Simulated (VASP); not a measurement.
# LaTa2GeN3 (P4mm) in VASP: single point with PBE

Aim: the single point of LaTa2GeN3 with PBE.

Everything below comes from runs of VASP 6.6.1. Logs are shortened: lines on timing, memory, paths and dates and some standing lists are left out, and cuts for length are marked.

### 1 The cell of the first run

Symmetry: P4mm, No. 99, tetragonal system. The conventional cell has a = 3.994 Å, b = 3.994 Å, c = 7.256 Å, α = 90.00°, β = 90.00°, γ = 90.00°. Within 3.0 Å of La (site symmetry 4mm) lie 5 N at 2.25 to 2.68 Å. Ta (site symmetry 4mm) has 5 N at 1.87 to 2.40 Å within 2.5 Å. Within 2.7 Å of Ta (site symmetry 4mm) lie 4 N at 2.07 Å and 1 Ge at 2.56 Å. Within 3.4 Å of Ge (site symmetry 4mm) lie 5 Ta at 2.56 to 3.33 Å and 4 N at 2.83 Å. N (site symmetry 2mm) has 4 Ta at 2.07 to 2.40 Å and 2 La at 2.68 Å within 2.7 Å. N (site symmetry 4mm) has 1 Ta at 1.87 Å and 1 La at 2.25 Å within 2.5 Å.

The cell was generated, and may not be a known phase.

### 2 Single point, PBE, collinear spin

The input, INCAR:

```
SYSTEM = LaTa2GeN3
PREC = Accurate
ENCUT = 520
EDIFF = 1E-6
ISMEAR = 0
SIGMA = 0.1
LREAL = .False.
LASPH = .True.
NELM = 150
ALGO = Normal
ISIF = 2
LWAVE = .False.
LCHARG = .False.
ISPIN = 2
MAGMOM = 0 1 1 0 0 0 0
LORBIT = 11
LMAXMIX = 6
GGA = PE
NBANDS = 44
```

The input, KPOINTS:

```
Automatic mesh
0
Gamma
  4 4 4
  0 0 0
```

The input, POSCAR:

```
LaTa2GeN3
1.0
    3.9937271027      0.0000000000      0.0000000000
    0.0000000000      3.9937271027      0.0000000000
    0.0000000000      0.0000000000      7.2556847197
La Ta Ge N
1 2 1 3
Direct
    0.5000000000      0.5000000000      0.0429894300
    0.5000000000      0.5000000000      0.6115686782
    0.0000000000      0.0000000000      0.7210315816
    0.0000000000      0.0000000000      0.3681568318
    0.5000000000      0.0000000000      0.7961363392
    0.0000000000      0.5000000000      0.7961363392
    0.5000000000      0.5000000000      0.3535442101
```

Potentials or basis: VASP PAW PBE potentials, release 64 (La, Ta_pv, Ge_d, N).

On the command line:

```sh
cat potpaw_PBE.64/La/POTCAR potpaw_PBE.64/Ta_pv/POTCAR potpaw_PBE.64/Ge_d/POTCAR potpaw_PBE.64/N/POTCAR > POTCAR
mpirun -np 1 vasp_std > vasp.out
```

OUTCAR:

```text
SYSTEM = LaTa2GeN3
   PREC = Accurate
   ENCUT = 520
   EDIFF = 1E-6
   ISMEAR = 0
   LREAL = .False.
   LASPH = .True.
   NELM = 150
   ISIF = 2
   ISPIN = 2
   LORBIT = 11
   GGA = PE

 ion  position               nearest neighbor table
   1  0.500  0.500  0.043-   7 2.25   6 2.68   5 2.68   5 2.68   6 2.68   2 3.13
   2  0.500  0.500  0.612-   7 1.87   6 2.40   5 2.40   5 2.40   6 2.40   3 2.93   3 2.93   3 2.93
                             3 2.93   1 3.13
   3  0.000  0.000  0.721-   5 2.07   6 2.07   6 2.07   5 2.07   4 2.56   2 2.93   2 2.93   2 2.93
                             2 2.93
   4  0.000  0.000  0.368-   3 2.56
   5  0.500  0.000  0.796-   3 2.07   3 2.07   2 2.40   2 2.40   1 2.68   1 2.68
   6  0.000  0.500  0.796-   3 2.07   3 2.07   2 2.40   2 2.40   1 2.68   1 2.68
   7  0.500  0.500  0.354-   2 1.87   1 2.25

  LATTYP: Found a simple tetragonal cell.
 ALAT       =     3.9937271027
 C/A-ratio  =     1.8167702833

  Lattice vectors:

 A1 = (   3.9937271027,   0.0000000000,   0.0000000000)
 A2 = (   0.0000000000,   3.9937271027,   0.0000000000)
 A3 = (   0.0000000000,   0.0000000000,   7.2556847197)

Analysis of symmetry for initial positions (statically):
=====================================================================
 Subroutine PRICEL returns:
 Original cell was already a primitive cell.

 Routine SETGRP: Setting up the symmetry group for a
 simple tetragonal supercell.

 Subroutine GETGRP returns: Found  8 space group operations
 (whereof  8 operations were pure point group operations)
 out of a pool of 16 trial point group operations.

The static configuration has the point symmetry C_4v.

Analysis of symmetry for dynamics (positions and initial velocities):
=====================================================================
 Subroutine PRICEL returns:
 Original cell was already a primitive cell.

 Routine SETGRP: Setting up the symmetry group for a
 simple tetragonal supercell.

 Subroutine GETGRP returns: Found  8 space group operations
 (whereof  8 operations were pure point group operations)
 out of a pool of 16 trial point group operations.

The dynamic configuration has the point symmetry C_4v.

Analysis of structural, dynamic, and magnetic symmetry:
[... 151 lines left out ...]
   NGX = 15   NGY = 15   NGZ = 27

 number of electron      61.9999975 magnetization      -0.0007718

 number of electron      61.9999975 magnetization       0.0000705

 Free energy of the ion-electron system (eV)
  ---------------------------------------------------
  ext. energy  EPLUGINS =         0.00000000
  ---------------------------------------------------
  free energy    TOTEN  =       -62.60992614 eV

  energy without entropy =      -62.59715793  energy(sigma->0) =      -62.60354203

 E-fermi :   7.1955     XC(G=0): -11.0244

 val. band max:        7.1927470050   @ k =   0.2500   0.2500   0.0000
 cond. band min:       7.2183744674   @ k =   0.5000   0.5000   0.0000
 fundamental gap:      0.0256274624
 Fermi energy:         7.1955218235

 spin component 1

 k-point     1 :       0.0000    0.0000    0.0000
  band No.  band energies     occupation
      1     -28.4970      1.00000
      2     -28.4361      1.00000
      3     -28.4361      1.00000
      4     -28.0173      1.00000
      5     -27.8927      1.00000
      6     -27.8927      1.00000
[... 817 lines left out ...]
     42       9.2965      0.00000
     43       9.8137      0.00000
 Fermi energy:         7.1955218235

 spin component 2

 k-point     1 :       0.0000    0.0000    0.0000
  band No.  band energies     occupation
      1     -28.4970      1.00000
      2     -28.4362      1.00000
      3     -28.4362      1.00000
      4     -28.0173      1.00000
      5     -27.8927      1.00000
      6     -27.8927      1.00000
[... 817 lines left out ...]
     42       9.2963      0.00000
     43       9.8137      0.00000
 [bands above 43 left out]

------------------------ aborting loop because EDIFF is reached ----------------------------------------

  FORCE on cell =-STRESS in cart. coord.  units (eV):
  Direction    XX          YY          ZZ          XY          YZ          ZX
  --------------------------------------------------------------------------------------
  -------------------------------------------------------------------------------------
  Total        0.1381056      0.1381056      0.3670740      0.0000000      0.0000000      0.0000000
  in kB        1.9119954      1.9119954      5.0819343      0.0000000      0.0000000      0.0000000
  external PRESSURE =       2.9686417 kB  Pullay stress =       0.0000000 kB

 VOLUME and BASIS-vectors are now :
 -----------------------------------------------------------------------------
  energy-cutoff  :      520.00
  volume of cell :      115.73
      direct lattice vectors                 reciprocal lattice vectors
     3.993727103  0.000000000  0.000000000     0.250392672  0.000000000  0.000000000
     0.000000000  3.993727103  0.000000000     0.000000000  0.250392672  0.000000000
     0.000000000  0.000000000  7.255684720     0.000000000  0.000000000  0.137822968

 POSITION                                       TOTAL-FORCE (eV/Angst)
 -----------------------------------------------------------------------------------
      1.99686      1.99686      0.31192         0.000000      0.000000     -0.022070
      1.99686      1.99686      4.43735         0.000000      0.000000      0.119104
      0.00000      0.00000      5.23158         0.000000      0.000000     -0.014920
      0.00000      0.00000      2.67123         0.000000      0.000000     -0.009546
      1.99686      0.00000      5.77651         0.000000     -0.000000      0.042844
      0.00000      1.99686      5.77651         0.000000      0.000000      0.042844
      1.99686      1.99686      2.56521        -0.000000      0.000000     -0.158256
 -----------------------------------------------------------------------------------
    total drift:                                0.000000      0.000000     -0.003086

  FREE ENERGIE OF THE ION-ELECTRON SYSTEM (eV)
  ---------------------------------------------------
  free  energy   TOTEN  =       -62.6099261418 eV

  energy  without entropy=      -62.5971579272  energy(sigma->0) =      -62.60354203

 total charge

# of ion       s       p       d       f       tot
--------------------------------------------------
    1        2.012   5.650   0.742   0.241   8.646
    2        0.325   6.182   2.428   0.000   8.935
    3        0.344   6.280   2.451   0.000   9.076
    4        1.257   0.922  10.001   0.000  12.180
    5        1.250   2.460   0.000   0.000   3.710
    6        1.250   2.460   0.000   0.000   3.710
    7        1.301   2.381   0.000   0.000   3.681
--------------------------------------------------
tot          7.739  26.334  15.622   0.241  49.938

 magnetization (x)

# of ion       s       p       d       f       tot
--------------------------------------------------
    1        0.000  -0.000   0.000  -0.000   0.000
    2       -0.000   0.000   0.000   0.000   0.000
    3        0.000   0.000   0.000   0.000   0.000
    4        0.000  -0.000   0.000   0.000  -0.000
    5        0.000  -0.000   0.000   0.000  -0.000
    6        0.000  -0.000   0.000   0.000  -0.000
    7        0.000   0.000   0.000   0.000   0.000
--------------------------------------------------
tot          0.000  -0.000   0.000  -0.000   0.000
```

stdout:

```text
POSCAR found type information on POSCAR LaTaGeN
 POSCAR found :  4 types and       7 ions
 scaLAPACK will be used
 LDA part: xc-table for (Slater+PW92), standard interpolation
 POSCAR, INCAR and KPOINTS ok, starting setup
 FFT: planning ... GRIDC
 FFT: planning ... GRID_SOFT
 FFT: planning ... GRID
 WAVECAR not read
 entering main loop
```

It took 3.5 min on 1 thread of Intel Xeon Platinum 8488C (Sapphire Rapids), shared host; peak memory 0.35 GiB.

Results:

```yaml
Free_energy: -62.6099 eV
Pressure: 0.3 GPa
Largest_force: 0.158 eV/Å
Band_gap_on_the_k_mesh: zero (filled and empty bands overlap)
Net_moment: 0.00 μB per cell
Valence_electrons_inside_the_program's_atomic_spheres: La 8.65; Ta 8.94, 9.08; Ge 12.18; N 3.71, 3.68 (each value once)
```

Forces in eV/Å, atoms in the order of the input:
```
La   0.000  0.000 -0.022
Ta   0.000  0.000  0.119
Ta   0.000  0.000 -0.015
Ge   0.000  0.000 -0.010
N    0.000  0.000  0.043
N    0.000  0.000  0.043
N    0.000  0.000 -0.158
```

Stress tensor (GPa, compression positive):
```
0.19 0.00 0.00
0.00 0.19 0.00
0.00 0.00 0.51
```

Levels at points of the mesh, in eV from the Fermi level:
Spin up:
```csv
k point,band 27,band 28,band 29,band 30,band 31,band 32,band 33,band 34,band 35,band 36
"(0.00, 0.00, 0.00)",-3.13,-3.13,-2.78,-2.66,-0.70,0.09,0.75,0.75,1.57,1.64
"(0.50, 0.00, 0.00)",-3.15,-2.77,-2.39,-2.30,-2.24,0.64,0.66,1.03,1.53,1.54
"(0.50, 0.50, 0.00)",-3.64,-3.07,-2.67,-1.19,-0.20,0.02,0.02,1.21,1.49,1.49
"(0.00, 0.00, 0.50)",-3.76,-3.27,-3.27,-2.78,0.50,0.70,0.70,1.21,1.21,1.73
"(0.50, 0.00, 0.50)",-3.35,-2.98,-2.42,-2.25,-1.69,-0.42,1.08,1.20,1.68,1.71
"(0.50, 0.50, 0.50)",-3.92,-3.07,-2.91,-0.90,0.40,0.40,0.55,1.02,1.02,1.73
```
Spin down:
```tsv
k point	band 29	band 30	band 31	band 32	band 33	band 34
(0.00, 0.00, 0.00)	-2.78	-2.66	-0.70	0.09	0.75	0.75
(0.50, 0.00, 0.00)	-2.39	-2.30	-2.24	0.64	0.66	1.03
(0.50, 0.50, 0.00)	-2.67	-1.19	-0.20	0.02	0.02	1.21
(0.00, 0.00, 0.50)	-3.27	-2.78	0.50	0.70	0.70	1.21
(0.50, 0.00, 0.50)	-2.42	-2.25	-1.69	-0.42	1.08	1.20
(0.50, 0.50, 0.50)	-2.91	-0.90	0.40	0.40	0.55	1.02
```

Caveat: the k points lie up to 0.39 Å⁻¹ apart, too coarse for converged energies and pressures of a metal; spin-orbit coupling is left out, which moves the levels of the heavy elements.

The gap in the log of VASP goes by the Fermi energy; the results here count the filled bands.